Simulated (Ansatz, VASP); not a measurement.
Ge in VASP and in Ansatz

The input INCAR:

```
SYSTEM = Ge
PREC = Accurate
ENCUT = 520
EDIFF = 1E-6
ISMEAR = -1
SIGMA = 0.05
LREAL = .FALSE.
LASPH = .TRUE.
NELM = 60
ALGO = Normal
ISIF = 2
LWAVE = .FALSE.
LCHARG = .FALSE.
NBANDS = 36
```

File KPOINTS:

```
regular mesh
0
G
  7 7 7
  0 0 0
```

POSCAR

```
Ge
1.0
    0.0000000000      2.8663720339      5.0813306433
    2.6128421258      0.0000000000      5.0813306433
    2.6128421258      2.8663720339      0.0000000000
Ge
4
Direct
    0.7264900000      0.2735100000      0.7264900000
    0.2735100000      0.7264900000      0.2735100000
    0.2181330000      0.2181330000      0.7818670000
    0.7818670000      0.7818670000      0.2181330000
```

File input.yaml:

```yaml
crystal:
  lattice:
    - [0.0, 2.8663720339, 5.0813306433]
    - [2.6128421258, 0.0, 5.0813306433]
    - [2.6128421258, 2.8663720339, 0.0]
  atoms:
    - { symbol: Ge, position: [0.72649, 0.27351, 0.72649] }
    - { symbol: Ge, position: [0.27351, 0.72649, 0.27351] }
    - { symbol: Ge, position: [0.218133, 0.218133, 0.781867] }
    - { symbol: Ge, position: [0.781867, 0.781867, 0.218133] }
hamiltonian:
  xc: lda
  pseudopotentials: { kind: paw }
kpoints:
  mp_grid: { grid: [7, 7, 7] }
scf:
  occupations: { method: fermi_dirac, width: 0.05 }
output:
  forces: true
  stress: true
  eigenvalues: true
  write_density: true
  write_potential: true
  elf: true
  volumetric_format: npy
```

Alike in both runs: task single point; functional LDA; k mesh 7 × 7 × 7; occupations fermi-dirac, width 0.05 eV; no spin polarisation.

|  | VASP | Ansatz |
| --- | --- | --- |
| version | VASP 6.6.1 | Ansatz 0.2.0 |
| potentials or method | VASP PAW LDA potentials, release 64 (Ge_d) | Ansatz PAW |
| plane-wave cutoff (eV) | 520 | 420 |
| valence electrons in the cell | 56 | 56 |

VASP gave:

```
gap on the k mesh at the Fermi level (eV)                     : none
pressure (GPa)                                                : -3.9
traceless stress, the component that is largest in VASP (GPa) : -0.58
rms of the force components (eV/Å)                            : 0.020
```

Q: Which values does Ansatz return?

A: gap on the k mesh at the Fermi level (eV): none; pressure (GPa): -3.9; traceless stress, the component that is largest in VASP (GPa): -0.59; rms of the force components (eV/Å): 0.020.

LDA's correlation is that of Perdew and Zunger in VASP and of Perdew and Wang (1992) in Ansatz. Atom by atom the forces differ by 0.001 eV/Å (rms over components). A gap of «none» marks a metal or a gap that the smearing closes.
